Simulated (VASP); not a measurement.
Set up this calculation in VASP 6.6.1, as the native input.

| Quantity | Value |
| --- | --- |
| Task | single point |
| Functional | revPBE |
| Potentials or basis | VASP PAW PBE potentials, release 64 (Zn) |
| Cutoff | 500 eV |
| k mesh | 13 × 13 × 6 |
| Occupations | fermi-dirac, width 0.1 eV |
| Spin | non-collinear spin, zero start, spin-orbit coupling |
| Starting moments | [[0.0, 0.0, 0.0], [0.0, 0.0, 0.0]] μB |
| Dipole correction | no |
| Further INCAR settings | ALGO = Normal; EDIFF = 1e-06; NBANDS = 36 |

The structure of Zn lies in POSCAR:

```
Zn
1.0
    2.6814165103      0.0000000000      0.0000000000
   -1.3407082552      2.3221748161      0.0000000000
    0.0000000000      0.0000000000      5.0308882150
Zn
2
Direct
    0.3333333333      0.6666666667      0.2500000000
    0.6666666667      0.3333333333      0.7500000000
```

These files were run (other wordings do the same):

INCAR

```
SYSTEM = Zn
  PREC = Accurate
  ENCUT = 500
  EDIFF = 1E-6
  ISMEAR = -1
  SIGMA = 0.1
  LREAL = .FALSE.
  LASPH = .TRUE.
  NELM = 200
  ALGO = Normal
  ISIF = 2
  LWAVE = .FALSE.
  LCHARG = .TRUE.
  LNONCOLLINEAR = .TRUE.
  MAGMOM = 0 0 0 0 0 0
  LORBIT = 11
  LSORBIT = .TRUE.
  GGA_COMPAT = .FALSE.
  LORBMOM = .TRUE.
  GGA = RE
  LVHAR = .TRUE.
  NBANDS = 36
```

KPOINTS

```
regular mesh
0
G
  13 13 6
  0 0 0
```

Potentials or basis: VASP PAW PBE potentials, release 64 (Zn).

Run with:

```sh
$ cat potpaw_PBE.64/Zn/POTCAR > POTCAR
$ mpirun -np 1 vasp_ncl > vasp.out
```

Results of the run:

- Pressure: 0.2 GPa
- Net moment: 0.00 μB per cell
- Valence electrons inside the program's atomic spheres: Zn 10.73

Caveat: the PAW data sets were made with another functional, which shifts forces and pressure a little.

Run time: 3.1 min on 1 thread of Oxide Virtual Turin-like Processor, on a shared host, peak memory 0.25 GiB.
